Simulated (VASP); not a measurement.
Write the native input for VASP 6.6.1 that does the following.

```yaml
Task: single point
Functional: PBE
Potentials_or_basis: VASP PAW PBE potentials, release 64 (Re)
Cutoff: 600 eV
k_mesh: 18 × 18 × 6
Occupations: gaussian, width 0.1 eV
Spin: no spin polarisation
Dipole_correction: no
Further_INCAR_settings: ALGO = Normal; EDIFF = 1e-06; NBANDS = 22
```

The structure of Re lies in POSCAR:

```
Re
1.0
    2.6946875839      0.0000000000      0.0000000000
   -1.3473437919      2.3336679029      0.0000000000
    0.0000000000      0.0000000000      8.6879121075
Re
4
Direct
    0.0000000000      0.0000000000      0.0000000000
    0.3333333333      0.6666666667      0.2500000000
    0.0000000000      0.0000000000      0.5000000000
    0.6666666667      0.3333333333      0.7500000000
```

These files were run (other wordings do the same):

INCAR

```
SYSTEM = Re
PREC = Accurate
ENCUT = 600
EDIFF = 1E-6
ISMEAR = 0
SIGMA = 0.1
LREAL = .FALSE.
LASPH = .TRUE.
NELM = 120
ALGO = Normal
ISIF = 2
LWAVE = .FALSE.
LCHARG = .FALSE.
GGA = PE
NBANDS = 22
GGA_COMPAT = .FALSE.
```

KPOINTS

```
regular mesh
0
G
  18 18 6
  0 0 0
```

Potentials or basis: VASP PAW PBE potentials, release 64 (Re).

Launch:

```console
$ cat potpaw_PBE.64/Re/POTCAR > POTCAR
$ mpirun -np 1 vasp_std > vasp.out
```

It gave:

The pressure is 40.4 GPa and the band gap on the k mesh is zero (bands 14 and 15 overlap by 2.86 eV).

Caveat: the cell stands under pressure; spin-orbit coupling is left out, which moves the levels of the heavy elements.

Wall time 110 s on 1 thread of Intel(R) Xeon(R) 6975P-C (Granite Rapids), on a shared host, peak memory 0.31 GiB.
